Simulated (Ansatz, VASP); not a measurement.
# TiGe in VASP and in Ansatz

```
Ti Ge
1.0
     0.00000    3.22709    3.22709
     3.22709    0.00000    3.22709
     3.22709    3.22709    0.00000
Ti Ge
2 2
Cartesian
  4.8406 4.8406 4.8406
  3.2271 3.2271 3.2271
  1.6135 1.6135 1.6135
  0.0000 0.0000 0.0000
```

Alike in both runs: functional PBE; k mesh 12 × 12 × 12; occupations gaussian, width 0.1 eV; no spin polarisation.

Ansatz relaxed the structure, and its values are those at the end. VASP's run is a single point on that final structure, the one shown.

```csv
,VASP,Ansatz
version,VASP 6.6.1,Ansatz 0.2.0
potentials or method,"VASP PAW PBE potentials, release 64 (Ti_sv, Ge_d), cutoff 520 eV","scalar-relativistic, plane waves, PAW"
valence electrons in the cell,52,52
```

```tsv
	VASP	Ansatz	Ansatz less VASP
gap on the k mesh at the Fermi level (eV)	none	none	-
pressure (GPa)	0.0	0.0	+0.02
```

A gap of «none» marks a metal or a gap that the smearing closes. The functional is the same, so the differences come from potentials, cutoffs and numerics.
